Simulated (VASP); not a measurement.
Pt, 3 atoms in the cell. The structure is hexagonal, space group P6/mmm (No. 191). Conventional cell: a = 4.560 Å, b = 4.560 Å, c = 2.717 Å, α = 90.00°, β = 90.00°, γ = 120.00°. Pt (site symmetry 6/mmm) has 14 Pt at 2.72 to 2.96 Å within 3.6 Å. Within 3.5 Å of Pt (site symmetry -6m2) lie 11 Pt at 2.63 to 2.96 Å. This isn't the form of Pt at room conditions, which is fcc.

| Property | Result |
| --- | --- |
| Program | VASP 6.6.1 |
| Task | single point |
| Functional | r2SCAN |
| Potentials or basis | VASP PAW PBE potentials, release 64 (Pt) |
| Cutoff | 520 eV |
| k mesh | 9 × 9 × 13 |
| Occupations | fermi-dirac, width 0.1 eV |
| Spin | no spin polarisation |
| Dipole correction | no |
| Further INCAR settings | ALGO = Normal; EDIFF = 1e-07; NBANDS = 22 |

Potentials or basis: VASP PAW PBE potentials, release 64 (Pt).

Launch:

```bash
$ cat potpaw_PBE.64/Pt/POTCAR > POTCAR
$ cp INCAR.step1 INCAR
$ mpirun -np 1 vasp_std > vasp.out
$ cp INCAR.step2 INCAR
$ mpirun -np 1 vasp_std > vasp.out
```

Hardware: 1 thread of AMD EPYC 9R45 96-Core Processor (Zen 5), with other jobs on the host.

How long does it take, and how much memory?

It took 3.6 min on 1 thread of AMD EPYC 9R45 96-Core Processor (Zen 5), with other jobs on the host, peak memory 0.19 GiB. Counts: k points 84.
